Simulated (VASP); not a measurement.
The system is Al3C2.

```xyz
5
Lattice="3.9911 0.0000 0.0000 -1.9956 3.4564 0.0000 0.0000 0.0000 4.8189" Properties=species:S:1:pos:R:3 pbc="T T T"
Al    0.0000    0.0000    0.0000
Al    0.0000    2.3043    3.0118
Al    1.9956    1.1521    1.8071
C     0.0000    2.3043    0.6650
C     1.9956    1.1521    4.1539
```

* Program: VASP 6.6.1
* Task: relaxation of cell and atoms
* Functional: PBE
* Potentials or basis: VASP PAW PBE potentials, release 64 (Al, C)
* Cutoff: 600 eV
* k mesh: 6 × 6 × 4
* Occupations: gaussian, width 0.1 eV
* Spin: no spin polarisation

At the start: pressure -12.4 GPa; volume 13.30 Å³/atom.

Question: How do energy, volume and symmetry change on relaxing?

Answer: Over 50 steps the energy falls by 955.9 meV/atom and the volume is 11.48 Å³/atom (-13.6 %); space group P-3m1 (No. 164, to 0.05 Å).

The path:
```csv
step,energy change (eV),largest force (eV/Å),pressure (GPa),volume (Å³)
1,0.0000,2.2913,-12.44,66.48
3,-1.4739,2.1154,24.61,48.67
5,-2.2451,1.4703,14.92,50.81
7,-2.4787,0.2957,16.72,50.53
9,-2.8818,0.8819,-4.09,57.12
11,-3.6345,1.3124,-1.66,56.97
13,-4.0022,1.1050,4.52,56.10
15,-4.0236,0.8982,9.84,55.43
17,-4.0871,0.7547,6.64,57.15
19,-4.1801,0.2415,-1.29,59.63
21,-4.1852,0.2503,-0.74,59.32
23,-4.2067,0.2548,-0.61,58.05
25,-4.2098,0.4036,-0.79,57.54
27,-4.2373,0.2796,0.25,56.32
29,-4.2693,0.2844,2.52,54.47
31,-4.3448,0.0668,0.47,54.08
33,-4.3503,0.1487,0.37,54.00
35,-4.4013,0.3276,1.18,53.87
37,-4.4694,1.0063,3.51,53.78
39,-4.4984,1.3398,4.16,53.96
41,-4.6963,0.6849,1.23,55.47
43,-4.7580,0.4944,-0.51,57.05
45,-4.7751,0.1304,0.61,56.97
47,-4.7770,0.0559,-0.49,57.41
49,-4.7792,0.0500,-0.05,57.44
50,-4.7795,0.0183,0.11,57.42
```

Final structure:
```
Al C
1.0
     3.14104    0.00000    0.00000
    -1.57052    2.72022    0.00000
     0.00000    0.00000    6.72052
Al C
3 2
Direct
  0.00000 0.00000 0.00000
  0.33333 0.66667 0.68661
  0.66667 0.33333 0.31339
  0.33333 0.66667 0.18482
  0.66667 0.33333 0.81518
```
